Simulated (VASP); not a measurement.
Input of a VASP 6.6.1 run:

The input INCAR:

```
PREC = Accurate
ENCUT = 520
EDIFF = 1E-7
ISMEAR = 0
SIGMA = 0.15
LREAL = False
LASPH = True
NELM = 60
ALGO = Fast
ISIF = 2
LWAVE = False
LCHARG = False
GGA = PS
NBANDS = 17
```

Contents of KPOINTS:

```
Automatic mesh
0
Gamma
  15 15 8
```

File POSCAR:

```
Sr
1.0
    4.1807002141      0.0000000000      0.0000000000
   -2.0903501071      3.6205925910      0.0000000000
    0.0000000000      0.0000000000      7.2615000000
Sr
2
Direct
    0.3333333333      0.6666666667      0.2500000000
    0.6666666667      0.3333333333      0.7500000000
```

Potentials or basis: VASP PAW PBE potentials, release 64 (Sr_sv).

The run is started by

```bash
$ cat potpaw_PBE.64/Sr_sv/POTCAR > POTCAR
$ mpirun -np 1 vasp_std > vasp.out
```

Estimate the pressure.

-0.5 GPa.

Predict the band gap on the k mesh.

zero (bands 10 and 11 overlap by 0.35 eV).

Stress tensor (GPa, compression positive):
```
-0.09  0.00  0.00
 0.00 -0.09  0.00
 0.00  0.00 -1.36
```

Caveat: the cell differs from its parent crystal (strain -0.030 along x and y, +0.030 along z); the PAW data sets were made with another functional, which shifts forces and pressure a little.
